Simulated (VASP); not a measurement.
GaSb, 2 atoms in the cell. Symmetry: F-43m, No. 216, cubic system. Conventional cell: a = 6.118 Å, b = 6.118 Å, c = 6.118 Å, α = 90.00°, β = 90.00°, γ = 90.00°. Ga (site symmetry -43m) has 4 Sb at 2.65 Å within 3.5 Å. Within 3.5 Å of Sb (site symmetry -43m) lie 4 Ga at 2.65 Å. 

```yaml
Program: VASP 6.6.1
Task: single point
Functional: RPBE
Potentials_or_basis: VASP PAW PBE potentials, release 64 (Ga_d, Sb)
Cutoff: 500 eV
k_mesh: 6 × 6 × 6
Occupations: methfessel-paxton, width 0.005 eV
Spin: no spin polarisation
Dipole_correction: no
Further_INCAR_settings: ALGO = Normal; EDIFF = 1e-06; NBANDS = 16
```

Potentials or basis: VASP PAW PBE potentials, release 64 (Ga_d, Sb).

Run with:

```sh
$ cat potpaw_PBE.64/Ga_d/POTCAR potpaw_PBE.64/Sb/POTCAR > POTCAR
$ mpirun -np 1 vasp_std > vasp.out
```

Hardware: 1 thread of Intel Xeon 8259CL, with other jobs on the host.

How long does it take, and how much memory?

It took 18 s on 1 thread of Intel Xeon 8259CL, on a shared host, peak memory 0.18 GiB. Counts: scf iterations 13, k points 16.
